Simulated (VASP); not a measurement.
# CoO (P6_3mc) in VASP: single point with PBE+U

Aim: the single point of CoO with PBE+U.

Program: VASP 6.6.1. These are calculated values, not measurements. Logs are shortened: lines on timing, memory, paths and dates and some standing lists are left out, and cuts for length are marked.

### Step 1. The cell of the first run

Symmetry: P6_3mc, No. 186, hexagonal system. Conventional cell: a = 3.286 Å, b = 3.286 Å, c = 5.296 Å, α = 90.00°, β = 90.00°, γ = 120.00°. Within 2.6 Å of Co (site symmetry 3m) lie 4 O at 1.98 to 2.01 Å. Within 2.6 Å of O (site symmetry 3m) lie 4 Co at 1.98 to 2.01 Å.

### Step 2. Single point, PBE+U, collinear spin, antiferromagnetic start

Input file INCAR:

```
SYSTEM = CoO
PREC = Accurate
ENCUT = 520
EDIFF = 1E-6
ISMEAR = 0
SIGMA = 0.05
LREAL = .False.
LASPH = .True.
NELM = 150
ALGO = Normal
ISIF = 2
LWAVE = .False.
LCHARG = .False.
ISPIN = 2
MAGMOM = -2.67 2.67 0 0
LORBIT = 11
LMAXMIX = 4
LDAU = .True.
LDAUTYPE = 2
LDAUL = 2 -1
LDAUU = 3.32 0
LDAUJ = 0 0
LDAUPRINT = 1
GGA = PE
NBANDS = 27
```

Input file KPOINTS:

```
regular mesh
0
Gamma
  9 9 6
  0 0 0
```

Input file POSCAR:

```
CoO
1.0
    3.2860697674      0.0000000000      0.0000000000
   -1.6430348837      2.8458198971      0.0000000000
    0.0000000000      0.0000000000      5.2961451725
Co O
2 2
Direct
    0.0000000000      0.0000000000      0.0005221365
    0.3333333333      0.6666666667      0.5005222605
    0.0000000000      0.0000000000      0.3744784177
    0.3333333333      0.6666666667      0.8744781853
```

Potentials or basis: VASP PAW PBE potentials, release 64 (Co, O).

Run with:

```
$ cat potpaw_PBE.64/Co/POTCAR potpaw_PBE.64/O/POTCAR > POTCAR
$ mpirun -np 1 vasp_std > vasp.out
```

OUTCAR:

```text
SYSTEM = CoO
   PREC = Accurate
   ENCUT = 520
   EDIFF = 1E-6
   ISMEAR = 0
   LREAL = .False.
   LASPH = .True.
   NELM = 150
   ISIF = 2
   ISPIN = 2
   LORBIT = 11
   GGA = PE

 ion  position               nearest neighbor table
   1  0.000  0.000  0.001-   3 1.98   4 2.01   4 2.01   4 2.01
   2  0.333  0.667  0.501-   4 1.98   3 2.01   3 2.01   3 2.01
   3  0.000  0.000  0.374-   1 1.98   2 2.01   2 2.01   2 2.01
   4  0.333  0.667  0.874-   2 1.98   1 2.01   1 2.01   1 2.01

  LATTYP: Found a hexagonal cell.
 ALAT       =     3.2860697674
 C/A-ratio  =     1.6116959004

  Lattice vectors:

 A1 = (   3.2860697674,   0.0000000000,   0.0000000000)
 A2 = (  -1.6430348837,   2.8458198971,   0.0000000000)
 A3 = (   0.0000000000,   0.0000000000,   5.2961451725)

Analysis of symmetry for initial positions (statically):
=====================================================================
 Subroutine PRICEL returns:
 Original cell was already a primitive cell.

 Routine SETGRP: Setting up the symmetry group for a
 hexagonal supercell.

 Subroutine GETGRP returns: Found 12 space group operations
 (whereof  6 operations were pure point group operations)
 out of a pool of 24 trial point group operations.

The static configuration has the point symmetry C_3v.
 The point group associated with its full space group is C_6v.

Analysis of symmetry for dynamics (positions and initial velocities):
=====================================================================
 Subroutine PRICEL returns:
 Original cell was already a primitive cell.

 Routine SETGRP: Setting up the symmetry group for a
 hexagonal supercell.

 Subroutine GETGRP returns: Found 12 space group operations
 (whereof  6 operations were pure point group operations)
 out of a pool of 24 trial point group operations.

The dynamic configuration has the point symmetry C_3v.
 The point group associated with its full space group is C_6v.

Analysis of structural, dynamic, and magnetic symmetry:
=====================================================================
 Subroutine PRICEL returns:
 Original cell was already a primitive cell.

 Routine SETGRP: Setting up the symmetry group for a
 hexagonal supercell.

 Subroutine GETGRP returns: Found 12 space group operations
 (whereof  6 operations were pure point group operations)
 out of a pool of 24 trial point group operations.

The overall configuration has the point symmetry C_3v.
 The point group associated with its full space group is C_6v.

 Subroutine INISYM returns: Found 12 space group operations
 (whereof  6 operations are pure point group operations),
 and found     1 'primitive' translations

----------------------------------------------------------------------------------------

                                     Primitive cell

  volume of cell :      49.5272

  direct lattice vectors                    reciprocal lattice vectors
     3.286069767  0.000000000  0.000000000     0.304314902  0.175696291  0.000000000
    -1.643034884  2.845819897  0.000000000     0.000000000  0.351392581  0.000000000
     0.000000000  0.000000000  5.296145173     0.000000000  0.000000000  0.188816576

  length of vectors
     3.286069767  3.286069767  5.296145173     0.351392581  0.351392581  0.188816576

  position of ions in fractional coordinates (direct lattice)
     0.000000000  0.000000000  0.000522137
     0.333333333  0.666666667  0.500522260
     0.000000000  0.000000000  0.374478418
     0.333333333  0.666666667  0.874478185

  ion indices of the primitive-cell ions
   primitive index   ion index
                 1           1
                 2           2
                 3           3
                 4           4

----------------------------------------------------------------------------------------

 KPOINTS: regular mesh

Automatic generation of k-mesh.
 Grid dimensions read from file:
 generate k-points for:    9    9    6

 Generating k-lattice:

[... 82 lines left out ...]
  volume/ion in A,a.u.               =      12.38        83.56
  Fermi-wavevector in a.u.,A,eV,Ry     =   1.385162  2.617577 26.105140  1.918674
  Thomas-Fermi vector in A             =   2.509598
   LORBIT       =     11    0 simple, 1 ext, 2 COOP (PROOUT), +10 PAW based schemes
 LDA+U is selected, type is set to LDAUTYPE =  2
   angular momentum for each species LDAUL =     2   -1
   U (eV)           for each species LDAUU =   3.3  0.0
   J (eV)           for each species LDAUJ =   0.0  0.0
   GGA     = PE    functional components
   LHFCALC =     F    Hartree Fock is set to
   AEXX    =    0.0000 exact exchange contribution
   IVDW    =     0    specifies the selected vdW correction
   LEPSILON=     F    determine dielectric tensor
   LRPA    =     F    only Hartree local field effects (RPA)
 spin polarized calculation
 Gauss-broadening in eV      SIGMA  =   0.05
  energy-cutoff  :      520.00
  volume of cell :       49.53
 maximum number of plane-waves:      1362
   NGX = 13   NGY = 13   NGZ = 19

 number of electron      30.0000000 magnetization      -0.0000000

atom =   1  type =  1  l = 2

 onsite density matrix

spin component  1

  0.4100 -0.0000  0.0000 -0.4021  0.0000
 -0.0000  0.6635  0.0000  0.0000 -0.4021
  0.0000  0.0000  0.1323 -0.0000 -0.0000
 -0.4021  0.0000 -0.0000  0.6635 -0.0000
  0.0000 -0.4021 -0.0000 -0.0000  0.4100

spin component  2

  0.9796  0.0000  0.0000  0.0082  0.0000
  0.0000  0.9707 -0.0000 -0.0000  0.0082
  0.0000 -0.0000  0.9837 -0.0000 -0.0000
  0.0082 -0.0000 -0.0000  0.9707  0.0000
  0.0000  0.0082 -0.0000  0.0000  0.9796

 occupancies and eigenvectors

  o =  0.1151  v =  0.0000 -0.5914 -0.0000  0.0000 -0.8064  0.0000  0.0000  0.0000  0.0000  0.0000      0.0000  0.0000  0.0000  0.0000  0.0000  0.0000  0.0000  0.0000  0.0000  0.0000
  o =  0.1151  v =  0.8064  0.0000  0.0000  0.5914  0.0000  0.0000  0.0000  0.0000  0.0000  0.0000      0.0000  0.0000  0.0000  0.0000  0.0000  0.0000  0.0000  0.0000  0.0000  0.0000
  o =  0.1323  v = -0.0000  0.0000 -1.0000 -0.0000  0.0000  0.0000  0.0000  0.0000  0.0000  0.0000      0.0000  0.0000  0.0000  0.0000  0.0000  0.0000  0.0000  0.0000  0.0000  0.0000
  o =  0.9584  v =  0.0000 -0.8064 -0.0000  0.0000  0.5914  0.0000  0.0000  0.0000  0.0000  0.0000      0.0000  0.0000  0.0000  0.0000  0.0000  0.0000  0.0000  0.0000  0.0000  0.0000
  o =  0.9584  v =  0.5914  0.0000  0.0000 -0.8064  0.0000  0.0000  0.0000  0.0000  0.0000  0.0000      0.0000  0.0000  0.0000  0.0000  0.0000  0.0000  0.0000  0.0000  0.0000  0.0000
  o =  0.9659  v =  0.0000  0.0000  0.0000  0.0000  0.0000  0.0000 -0.8596  0.0000 -0.0000  0.5110      0.0000  0.0000  0.0000  0.0000  0.0000  0.0000  0.0000  0.0000  0.0000  0.0000
  o =  0.9659  v =  0.0000  0.0000  0.0000  0.0000  0.0000 -0.5110  0.0000  0.0000  0.8596  0.0000      0.0000  0.0000  0.0000  0.0000  0.0000  0.0000  0.0000  0.0000  0.0000  0.0000
  o =  0.9837  v =  0.0000  0.0000  0.0000  0.0000  0.0000  0.0000 -0.0000 -1.0000  0.0000 -0.0000      0.0000  0.0000  0.0000  0.0000  0.0000  0.0000  0.0000  0.0000  0.0000  0.0000
  o =  0.9845  v =  0.0000  0.0000  0.0000  0.0000  0.0000  0.0000 -0.5110  0.0000  0.0000 -0.8596      0.0000  0.0000  0.0000  0.0000  0.0000  0.0000  0.0000  0.0000  0.0000  0.0000
  o =  0.9845  v =  0.0000  0.0000  0.0000  0.0000  0.0000 -0.8596 -0.0000 -0.0000 -0.5110 -0.0000      0.0000  0.0000  0.0000  0.0000  0.0000  0.0000  0.0000  0.0000  0.0000  0.0000

atom =   2  type =  1  l = 2

 onsite density matrix

spin component  1

  0.9796 -0.0000  0.0000 -0.0082  0.0000
 -0.0000  0.9707  0.0000 -0.0000 -0.0082
  0.0000  0.0000  0.9837  0.0000 -0.0000
 -0.0082 -0.0000  0.0000  0.9707 -0.0000
  0.0000 -0.0082 -0.0000 -0.0000  0.9796

spin component  2

  0.4100  0.0000  0.0000  0.4021  0.0000
  0.0000  0.6635 -0.0000  0.0000  0.4021
  0.0000 -0.0000  0.1323  0.0000 -0.0000
  0.4021  0.0000  0.0000  0.6635  0.0000
  0.0000  0.4021 -0.0000  0.0000  0.4100

 occupancies and eigenvectors

  o =  0.1151  v =  0.0000  0.0000  0.0000  0.0000  0.0000  0.0000  0.5914 -0.0000 -0.0000 -0.8064      0.0000  0.0000  0.0000  0.0000  0.0000  0.0000  0.0000  0.0000  0.0000  0.0000
  o =  0.1151  v =  0.0000  0.0000  0.0000  0.0000  0.0000 -0.8064  0.0000 -0.0000  0.5914 -0.0000      0.0000  0.0000  0.0000  0.0000  0.0000  0.0000  0.0000  0.0000  0.0000  0.0000
  o =  0.1323  v =  0.0000  0.0000  0.0000  0.0000  0.0000 -0.0000 -0.0000 -1.0000  0.0000  0.0000      0.0000  0.0000  0.0000  0.0000  0.0000  0.0000  0.0000  0.0000  0.0000  0.0000
  o =  0.9584  v =  0.0000  0.0000  0.0000  0.0000  0.0000  0.0000 -0.8064  0.0000  0.0000 -0.5914      0.0000  0.0000  0.0000  0.0000  0.0000  0.0000  0.0000  0.0000  0.0000  0.0000
  o =  0.9584  v =  0.0000  0.0000  0.0000  0.0000  0.0000  0.5914 -0.0000  0.0000  0.8064  0.0000      0.0000  0.0000  0.0000  0.0000  0.0000  0.0000  0.0000  0.0000  0.0000  0.0000
  o =  0.9659  v =  0.0000 -0.8596 -0.0000  0.0000 -0.5110  0.0000  0.0000  0.0000  0.0000  0.0000      0.0000  0.0000  0.0000  0.0000  0.0000  0.0000  0.0000  0.0000  0.0000  0.0000
  o =  0.9659  v = -0.5110 -0.0000 -0.0000 -0.8596 -0.0000  0.0000  0.0000  0.0000  0.0000  0.0000      0.0000  0.0000  0.0000  0.0000  0.0000  0.0000  0.0000  0.0000  0.0000  0.0000
  o =  0.9837  v =  0.0000  0.0000 -1.0000 -0.0000 -0.0000  0.0000  0.0000  0.0000  0.0000  0.0000      0.0000  0.0000  0.0000  0.0000  0.0000  0.0000  0.0000  0.0000  0.0000  0.0000
  o =  0.9845  v =  0.0000  0.5110  0.0000 -0.0000 -0.8596  0.0000  0.0000  0.0000  0.0000  0.0000      0.0000  0.0000  0.0000  0.0000  0.0000  0.0000  0.0000  0.0000  0.0000  0.0000
  o =  0.9845  v =  0.8596 -0.0000 -0.0000 -0.5110  0.0000  0.0000  0.0000  0.0000  0.0000  0.0000      0.0000  0.0000  0.0000  0.0000  0.0000  0.0000  0.0000  0.0000  0.0000  0.0000

 number of electron      29.9999991 magnetization       0.0000000

 Free energy of the ion-electron system (eV)
  ---------------------------------------------------
  ext. energy  EPLUGINS =         0.00000000
  ---------------------------------------------------
  free energy    TOTEN  =       -24.43283346 eV

  energy without entropy =      -24.43283346  energy(sigma->0) =      -24.43283346

 E-fermi :   4.7227     XC(G=0): -10.6709

 val. band max:        4.4524290693   @ k =   0.0000   0.0000   0.5000
 cond. band min:       5.6539116938   @ k =   0.0000   0.0000   0.0000
 fundamental gap:      1.2014826245
 Fermi energy:         4.7226999769

 spin component 1

 k-point     1 :       0.0000    0.0000    0.0000
  band No.  band energies     occupation
      1     -13.6861      1.00000
      2     -13.0847      1.00000
      3      -1.1029      1.00000
      4      -1.1029      1.00000
      5      -0.9707      1.00000
      6      -0.4657      1.00000
[... 1433 lines left out ...]
     26      19.8614      0.00000
     27      19.9260      0.00000

 [... further k-points ...]

------------------------ aborting loop because EDIFF is reached ----------------------------------------

  FORCE on cell =-STRESS in cart. coord.  units (eV):
  Direction    XX          YY          ZZ          XY          YZ          ZX
  --------------------------------------------------------------------------------------
  -------------------------------------------------------------------------------------
  Total       -0.5055399     -0.5055399     -0.5642889      0.0000000      0.0000000      0.0000000
  in kB      -16.3539218    -16.3539218    -18.2544206      0.0000000      0.0000000      0.0000000
  external PRESSURE =     -16.9874214 kB  Pullay stress =       0.0000000 kB

 VOLUME and BASIS-vectors are now :
 -----------------------------------------------------------------------------
  energy-cutoff  :      520.00
  volume of cell :       49.53
      direct lattice vectors                 reciprocal lattice vectors
     3.286069767  0.000000000  0.000000000     0.304314902  0.175696291  0.000000000
    -1.643034884  2.845819897  0.000000000     0.000000000  0.351392581  0.000000000
     0.000000000  0.000000000  5.296145173     0.000000000  0.000000000  0.188816576

 POSITION                                       TOTAL-FORCE (eV/Angst)
 -----------------------------------------------------------------------------------
      0.00000      0.00000      0.00277         0.000000      0.000000     -0.009803
     -0.00000      1.89721      2.65084        -0.000000     -0.000000     -0.009803
      0.00000      0.00000      1.98329         0.000000     -0.000000      0.009803
     -0.00000      1.89721      4.63136        -0.000000      0.000000      0.009803
 -----------------------------------------------------------------------------------
    total drift:                               -0.000000     -0.000001      0.001152

  FREE ENERGIE OF THE ION-ELECTRON SYSTEM (eV)
  ---------------------------------------------------
  free  energy   TOTEN  =       -24.4328334637 eV

  energy  without entropy=      -24.4328334637  energy(sigma->0) =      -24.43283346

 total charge

# of ion       s       p       d       tot
------------------------------------------
    1        0.337   0.396   7.139   7.873
    2        0.337   0.396   7.139   7.873
    3        1.546   3.455   0.000   5.001
    4        1.546   3.455   0.000   5.001
--------------------------------------------------
tot          3.767   7.702  14.279  25.747

 magnetization (x)

# of ion       s       p       d       tot
------------------------------------------
    1       -0.015  -0.039  -2.604  -2.658
    2        0.015   0.039   2.604   2.658
    3        0.007   0.078   0.000   0.085
    4       -0.007  -0.078   0.000  -0.085
--------------------------------------------------
tot          0.000   0.000   0.000   0.000
```

Wall time 3 min (1 thread of Intel Xeon 8259CL, shared host); peak memory 0.24 GiB.

What came out:

| Quantity | Value |
| --- | --- |
| Free energy | -24.4328 eV |
| Pressure | -1.7 GPa |
| Largest force | 0.010 eV/Å |
| Band gap on the k mesh | 1.20 eV (least direct gap 1.29 eV) |
| Net moment | 0.00 μB per cell |
| Site moments | Co -2.66, +2.66; O +0.09, -0.09 μB |
| Valence electrons inside the program's atomic spheres | Co 7.87; O 5.00 |

Forces in eV/Å, atoms in the order of the input:
```
Co   0.000  0.000 -0.010
Co   0.000  0.000 -0.010
O    0.000  0.000  0.010
O    0.000  0.000  0.010
```

Eigenvalues of the final occupation matrices:
```csv
site,spin,trace,eigenvalues
site 1 d,1,2.28,0.12 0.12 0.13 0.96 0.96
site 1 d,2,4.88,0.97 0.97 0.98 0.98 0.98
site 2 d,1,4.88,0.97 0.97 0.98 0.98 0.98
site 2 d,2,2.28,0.12 0.12 0.13 0.96 0.96
```
